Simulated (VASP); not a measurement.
Here is a VASP 6.6.1 calculation.

POSCAR

```
Hf
1.0
    0.0000000000      2.3976000000      2.0424000000
    2.3976000000      0.0000000000      2.0424000000
    2.3976000000      2.3976000000      0.0000000000
Hf
1
Direct
    0.0000000000      0.0000000000      0.0000000000
```

File INCAR.step1:

```
SYSTEM = Hf
PREC = Accurate
ENCUT = 520
ISMEAR = 0
SIGMA = 0.15
LREAL = .FALSE.
LASPH = .TRUE.
NELM = 100
NBANDS = 11
GGA = PE
ALGO = Normal
EDIFF = 1E-4
LWAVE = .TRUE.
LCHARG = .FALSE.
```

The input INCAR.step2:

```
SYSTEM = Hf
PREC = Accurate
ENCUT = 520
EDIFF = 1E-6
ISMEAR = 0
SIGMA = 0.15
LREAL = .FALSE.
LASPH = .TRUE.
NELM = 100
ALGO = Normal
ISIF = 2
LWAVE = .FALSE.
LCHARG = .TRUE.
METAGGA = R2SCAN
LMIXTAU = .TRUE.
LELF = .TRUE.
LVHAR = .TRUE.
NBANDS = 11
ISTART = 1
```

Contents of KPOINTS:

```
regular mesh
0
G
  18 18 18
  0 0 0
```

Potentials or basis: VASP PAW PBE potentials, release 64 (Hf_pv).

Launch:

```bash
$ cat potpaw_PBE.64/Hf_pv/POTCAR > POTCAR
$ cp INCAR.step1 INCAR
$ mpirun -np 1 vasp_std > vasp.out
$ cp INCAR.step2 INCAR
$ mpirun -np 1 vasp_std > vasp.out
```

Task: Predict the band gap on the k mesh.

Result: Zero (band 5 reaches 5.74 eV, above the bottom of band 6 at 3.49 eV).

Task: What does it give for the pressure?

Result: -5.0 GPa.

Stress tensor (GPa, compression positive):
```
-6.94  0.00  0.00
 0.00 -6.94  0.00
 0.00  0.00 -1.25
```

Caveat: the cell differs from its parent crystal (strain +0.080 along x and y, -0.080 along z); the PAW data sets were made with another functional, which shifts forces and pressure a little; spin-orbit coupling is left out, which moves the levels of the heavy elements.
